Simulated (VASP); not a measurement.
# Cu (I4/mmm) in VASP: further runs, part 2 of 2

VASP 6.6.1. Earlier steps stand in the parts before.

**4. Single point, PBE0**

This run uses another cell than the first one, of 11.92 Å³/atom.

POSCAR reads:

```
Cu
1.0
   -1.4617796199      1.4617796199      1.3941898615
    1.4617796199     -1.4617796199      1.3941898615
    1.4617796199      1.4617796199     -1.3941898615
Cu
1
Direct
    0.0000000000      0.0000000000      0.0000000000
```

INCAR.step1 reads:

```
  PREC = Accurate
  ENCUT = 520
  EDIFF = 1E-5
  ISMEAR = -1
  SIGMA = 0.05
  LREAL = F
  LASPH = T
  NELM = 80
  ALGO = Normal
  ISIF = 2
  LWAVE = T
  LCHARG = F
  GGA = PE
  NBANDS = 12
```

INCAR.step2 reads:

```
  PREC = Accurate
  ENCUT = 520
  EDIFF = 1E-6
  ISMEAR = -1
  SIGMA = 0.05
  LREAL = F
  LASPH = T
  NELM = 80
  ALGO = Normal
  ISIF = 2
  LWAVE = F
  LCHARG = F
  GGA = PE
  LHFCALC = T
  AEXX = 0.25
  PRECFOCK = Normal
  ISTART = 1
  NBANDS = 12
```

KPOINTS reads:

```
regular mesh
0
Gamma
  6 6 6
```

Potentials or basis: VASP PAW PBE potentials, release 64 (Cu).

Launch:

```
$ cat potpaw_PBE.64/Cu/POTCAR > POTCAR
$ cp INCAR.step1 INCAR
$ mpirun -np 1 vasp_std > vasp.out
$ cp INCAR.step2 INCAR
$ mpirun -np 1 vasp_std > vasp.out
```

OUTCAR:

```text
PREC = Accurate
   ENCUT = 520
   EDIFF = 1E-6
   ISMEAR = -1
   LREAL = F
   LASPH = T
   NELM = 80
   ISIF = 2
   GGA = PE
   LHFCALC = T
   AEXX = 0.25
   PRECFOCK = Normal
   ISTART = 1

 ion  position               nearest neighbor table
   1  0.000  0.000  0.000-

  LATTYP: Found a body centered tetragonal cell.
 ALAT       =     2.9235592398
 C/A-ratio  =     0.9537620052

  Lattice vectors:

 A1 = (  -1.4617796199,   1.4617796199,   1.3941898615)
 A2 = (   1.4617796199,  -1.4617796199,   1.3941898615)
 A3 = (   1.4617796199,   1.4617796199,  -1.3941898615)

Analysis of symmetry for initial positions (statically):
=====================================================================
 Subroutine PRICEL returns:
 Original cell was already a primitive cell.

 Routine SETGRP: Setting up the symmetry group for a
 body centered tetragonal supercell.

 Subroutine GETGRP returns: Found 16 space group operations
 (whereof 16 operations were pure point group operations)
 out of a pool of 16 trial point group operations.

The static configuration has the point symmetry D_4h.

Analysis of symmetry for dynamics (positions and initial velocities):
=====================================================================
 Subroutine PRICEL returns:
 Original cell was already a primitive cell.

 Routine SETGRP: Setting up the symmetry group for a
 body centered tetragonal supercell.

 Subroutine GETGRP returns: Found 16 space group operations
 (whereof 16 operations were pure point group operations)
 out of a pool of 16 trial point group operations.

The dynamic configuration has the point symmetry D_4h.

 Subroutine INISYM returns: Found 16 space group operations
 (whereof 16 operations are pure point group operations),
 and found     1 'primitive' translations

----------------------------------------------------------------------------------------

                                     Primitive cell

  volume of cell :      11.9164

  direct lattice vectors                    reciprocal lattice vectors
    -1.461779620  1.461779620  1.394189861     0.000000000  0.342048824  0.358631212
     1.461779620 -1.461779620  1.394189861     0.342048824  0.000000000  0.358631212
     1.461779620  1.461779620 -1.394189861     0.342048824  0.342048824  0.000000000

  length of vectors
     2.493464394  2.493464394  2.493464394     0.495594334  0.495594334  0.483730086

  position of ions in fractional coordinates (direct lattice)
     0.000000000  0.000000000  0.000000000

  ion indices of the primitive-cell ions
   primitive index   ion index
                 1           1

----------------------------------------------------------------------------------------

 KPOINTS: regular mesh

Automatic generation of k-mesh.
 Grid dimensions read from file:
 generate k-points for:    6    6    6

 Generating k-lattice:

  Cartesian coordinates                     Fractional coordinates (reciprocal lattice)
     0.000000000  0.057008137  0.059771869     0.166666667  0.000000000  0.000000000
     0.057008137  0.000000000  0.059771869     0.000000000  0.166666667  0.000000000
     0.057008137  0.057008137  0.000000000     0.000000000  0.000000000  0.166666667

  Length of vectors
[... 43 lines left out ...]
   NGX,Y,Z   is equivalent  to a cutoff of  13.33, 13.33, 13.33 a.u.
   NGXF,Y,Z  is equivalent  to a cutoff of  26.67, 26.67, 26.67 a.u.
 SYSTEM =  unknown system
   PREC   = accura    normal or accurate (medium, high low for compatibility)
   ISTART =      1    job   : 0-new  1-cont  2-samecut
   ICHARG =      0    charge: 1-file 2-atom 10-const
   ISPIN  =      1    spin polarized calculation?
   LNONCOLLINEAR =      F non collinear calculations
   LSORBIT =      F    spin-orbit coupling
   LASPH  =      T    aspherical Exc in radial PAW
   ENCUT  =  520.0 eV  38.22 Ry    6.18 a.u.   4.64  4.64  4.64*2*pi/ulx,y,z
   NELM   =     80;   NELMIN=  2; NELMDL=  0     # of ELM steps
   EDIFF  = 0.1E-05   stopping-criterion for ELM
   LREAL  =      F    real-space projection
   EDIFFG = 0.1E-04   stopping-criterion for IOM
   NSW    =      0    number of steps for IOM
   IBRION =     -1    ionic relax: 0-MD 1-quasi-New 2-CG
   NFREE  =      0    steps in history (QN), initial steepest desc. (CG)
   ISIF   =      2    stress and relaxation
   ISYM   =      3    0-nonsym 1-usesym 2-fastsym
   POTIM  = 0.5000    time-step for ionic-motion
   TEBEG  =    0.0;   TEEND  =   0.0 temperature during run
   PSTRESS=    0.0 pullay stress
   NELECT =      11.0000    total number of electrons
   NUPDOWN=      -1.0000    fix difference up-down
   EMIN   =  10.00;   EMAX   =-10.00  energy-range for DOS
   EFERMI =   0.00;   METHOD = LEGACY
   ISMEAR =    -1;   SIGMA  =   0.05  broadening in eV -4-tet -1-fermi 0-gaus
   EFERMI_NEDOS =   21; number of points for ismear=-14 and -15
   IALGO  =     38    algorithm
   IMIX   =      1    mixing-type and parameters
     AMIX     =   0.40;   BMIX     =  1.00
     AMIX_MAG =   1.60;   BMIX_MAG =  1.00
  volume/ion in A,a.u.               =      11.92        80.42
  Fermi-wavevector in a.u.,A,eV,Ry     =   1.594008  3.012238 34.570518  2.540861
  Thomas-Fermi vector in A             =   2.692149
   LORBIT       =      0    0 simple, 1 ext, 2 COOP (PROOUT), +10 PAW based schemes
   GGA     = PE    functional components
   LHFCALC =     T    Hartree Fock is set to
   PRECFOCK=normal    Normal, Fast or Accurate (Low or Medium for compatibility)
   ENCUT4O =  -1.0   cutoff for four orbital integrals eV
   NKREDX  =     1    reduce k-point grid by
   NKREDY  =     1    reduce k-point grid by
   NKREDZ  =     1    reduce k-point grid by
   AEXX    =    0.2500 exact exchange contribution
   HFSCREEN=    0.0000 screening length (either q_TF or 0.3 A-1)
   HFSCREENC=   0.0000 screening length for correlation (either q_TF or 0.3 A-1)
   ENCUTFOCK=  -1.0 apply spherical cutoff to Coloumb kernel
   IVDW    =     0    specifies the selected vdW correction
   LEPSILON=     F    determine dielectric tensor
   LRPA    =     F    only Hartree local field effects (RPA)
 non-spin polarized calculation
  energy-cutoff  :      520.00
  volume of cell :       11.92
 maximum number of plane-waves:       338
 NGX is ok and might be reduce to    20
  NGX = 14; NGY = 14; NGZ = 14

 number of electron      10.9999994 magnetization

 Free energy of the ion-electron system (eV)
  ---------------------------------------------------
  ext. energy  EPLUGINS =         0.00000000
  ---------------------------------------------------
  free energy    TOTEN  =        -3.75776698 eV

  energy without entropy =       -3.75600452  energy(sigma->0) =       -3.75688575

 E-fermi :   6.9095     XC(G=0):  -9.8767

 val. band max:        6.7733963683   @ k =   0.5000   0.3333   0.0000
 cond. band min:       7.5896153235   @ k =   0.5000   0.1667   0.0000
 fundamental gap:      0.8162189552
 Fermi energy:         6.9095321739

 k-point     1 :       0.0000    0.0000    0.0000
  band No.  band energies     occupation
      1      -3.4725      2.00000
      2       2.1694      2.00000
      3       2.3457      2.00000
      4       2.3457      2.00000
      5       3.1771      2.00000
      6       3.3724      2.00000
      7      33.3466      0.00000
      8      33.3466      0.00000
      9      34.5755      0.00000
     10      37.4294      0.00000
     11      37.6279      0.00000
     12      37.6279      0.00000
[... 331 lines left out ...]
 k-point    24 :      -0.1667   -0.3333    0.1667
  band No.  band energies     occupation
      1       0.8113      2.00000
      2       2.1031      2.00000
      3       2.1156      2.00000
      4       2.9491      2.00000
      5       3.6204      2.00000
      6       5.3329      2.00000
      7      18.9624      0.00000
      8      23.7562      0.00000
      9      25.3768      0.00000
     10      30.3565      0.00000
     11      35.7867      0.00000
     12      37.8330      0.00000

 [... further k-points ...]

------------------------ aborting loop because EDIFF is reached ----------------------------------------

  FORCE on cell =-STRESS in cart. coord.  units (eV):
  Direction    XX          YY          ZZ          XY          YZ          ZX
  --------------------------------------------------------------------------------------
  -------------------------------------------------------------------------------------
  Total        0.1661800      0.1661800     -0.1034939      0.0000000     -0.0000000      0.0000000
  in kB       22.3431051     22.3431051    -13.9148790      0.0000000     -0.0000000      0.0000000
  external PRESSURE =      10.2571104 kB  Pullay stress =       0.0000000 kB

 VOLUME and BASIS-vectors are now :
 -----------------------------------------------------------------------------
  energy-cutoff  :      520.00
  volume of cell :       11.92
      direct lattice vectors                 reciprocal lattice vectors
    -1.461779620  1.461779620  1.394189861     0.000000000  0.342048824  0.358631212
     1.461779620 -1.461779620  1.394189861     0.342048824  0.000000000  0.358631212
     1.461779620  1.461779620 -1.394189861     0.342048824  0.342048824  0.000000000

 POSITION                                       TOTAL-FORCE (eV/Angst)
 -----------------------------------------------------------------------------------
      0.00000      0.00000      0.00000         0.000000     -0.000000     -0.000000
 -----------------------------------------------------------------------------------
    total drift:                               -0.000000     -0.000000      0.000000

  FREE ENERGIE OF THE ION-ELECTRON SYSTEM (eV)
  ---------------------------------------------------
  free  energy   TOTEN  =        -3.7577669783 eV

  energy  without entropy=       -3.7560045250  energy(sigma->0) =       -3.75688575
```

OSZICAR.step1:

```text
N       E                     dE             d eps       ncg     rms          rms(c)
DAV:   1     0.420623504764E+02    0.42062E+02   -0.54482E+03   804   0.153E+03
DAV:   2    -0.319701560044E+01   -0.45259E+02   -0.41458E+02   728   0.205E+02
DAV:   3    -0.453224235353E+01   -0.13352E+01   -0.13246E+01   840   0.396E+01
DAV:   4    -0.454046624257E+01   -0.82239E-02   -0.82225E-02   848   0.279E+00
DAV:   5    -0.454054568823E+01   -0.79446E-04   -0.79445E-04   812   0.275E-01    0.764E+00
DAV:   6    -0.399878075134E+01    0.54176E+00   -0.13938E+01   808   0.712E+01    0.396E+00
DAV:   7    -0.364072510959E+01    0.35806E+00   -0.22904E+00   852   0.286E+01    0.670E-01
DAV:   8    -0.362731220283E+01    0.13413E-01   -0.77994E-03   988   0.823E-01    0.197E-01
DAV:   9    -0.362658978134E+01    0.72242E-03   -0.42954E-03   924   0.110E+00    0.278E-02
DAV:  10    -0.362659558306E+01   -0.58017E-05   -0.28675E-05   728   0.773E-02
   1 F= -.36265956E+01 E0= -.36210901E+01  d E =-.110110E-01
```

Run time: 3.7 min. Hardware: 1 thread of Intel Xeon 6975P-C (Granite Rapids), shared host; peak memory 0.13 GiB.

Results:

* Free energy: -3.7578 eV
* Pressure: 1.0 GPa
* Band gap on the k mesh: zero (an odd number of electrons rules out a gap without spin polarisation)

Caveat: the k points lie up to 0.52 Å⁻¹ apart, too coarse for converged energies and pressures of a metal; the PAW data sets were made with another functional, which shifts forces and pressure a little.

**5. Summary**

| level | cell | k mesh | screening parameter | gap on the mesh (eV) | pressure (GPa) |
| --- | --- | --- | --- | --- | --- |
| HSE06 | a = 2.445 Å, angles 108.2, 108.2, 112.0°, 1 atom | 8 × 8 × 8 | 0.2079 1/Å | none | 10.8 |
| PBE0 | a = 2.477 Å, angles 108.2, 108.2, 112.0°, 1 atom | 6 × 6 × 6 | - | none | 4.2 |
| PBE0 | a = 2.493 Å, angles 108.2, 108.2, 112.0°, 1 atom | 6 × 6 × 6 | - | none | 1.0 |

Alike in all rows: task single point; potentials or basis VASP PAW PBE potentials, release 64 (Cu); no spin polarisation; cutoff (eV) 520; smearing fermi-dirac 0.05 eV.

Caveats: all runs use coarse meshes; the PAW data sets were made with another functional, which shifts forces and pressure a little.

Absolute energies hang on the potentials; compare differences alone.
